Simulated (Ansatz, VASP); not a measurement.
One calculation of RbCl, two programs

The input INCAR:

```
ALGO = Normal ; EDIFF = 1E-6
ENCUT = 500 ; GGA = PE
GGA_COMPAT = F ; ISIF = 2
ISMEAR = 0 ; LASPH = T
LCHARG = F ; LREAL = F
LWAVE = F ; NBANDS = 15
NELM = 120 ; PREC = Accurate
SIGMA = 0.02
```

Contents of KPOINTS:

```
k-points
0
Gamma
  6 6 6
```

Contents of POSCAR:

```
RbCl
1.0
    0.0000000000      3.4148119152      3.4148119152
    3.4148119152      0.0000000000      3.4148119152
    3.4148119152      3.4148119152      0.0000000000
Rb Cl
1 1
Direct
    0.0000000000      0.0000000000      0.0000000000
    0.5000000000      0.5000000000      0.5000000000
```

Input for Ansatz:

```yaml
crystal:
  lattice:
    - [0.0, 3.4148119152, 3.4148119152]
    - [3.4148119152, 0.0, 3.4148119152]
    - [3.4148119152, 3.4148119152, 0.0]
  atoms:
    - { symbol: Rb, position: [0.0, 0.0, 0.0] }
    - { symbol: Cl, position: [0.5, 0.5, 0.5] }
basis:
  ecutwfc: 420
kpoints:
  mp_grid: { grid: [6, 6, 6] }
hamiltonian:
  xc: pbe
scf:
  occupations: { method: gaussian, width: 0.02 }
output:
  forces: true
  stress: true
  eigenvalues: true
```

Alike in both runs: task single point; functional PBE; k mesh 6 × 6 × 6; occupations gaussian, width 0.02 eV; no spin polarisation.

|  | VASP | Ansatz |
| --- | --- | --- |
| version | VASP 6.6.1 | Ansatz 0.2.0 |
| potentials or method | VASP PAW PBE potentials, release 64 (Rb_sv, Cl), cutoff 500 eV | scalar-relativistic, plane waves, PAW |
| valence electrons in the cell | 16 | 16 |

```tsv
	VASP	Ansatz	Ansatz less VASP
gap on the k mesh at the Fermi level (eV)	4.66	4.66	+0.002
least direct gap on the mesh (eV)	4.66	4.66	+0.002
pressure (GPa)	-0.7	-0.7	+0.01
```
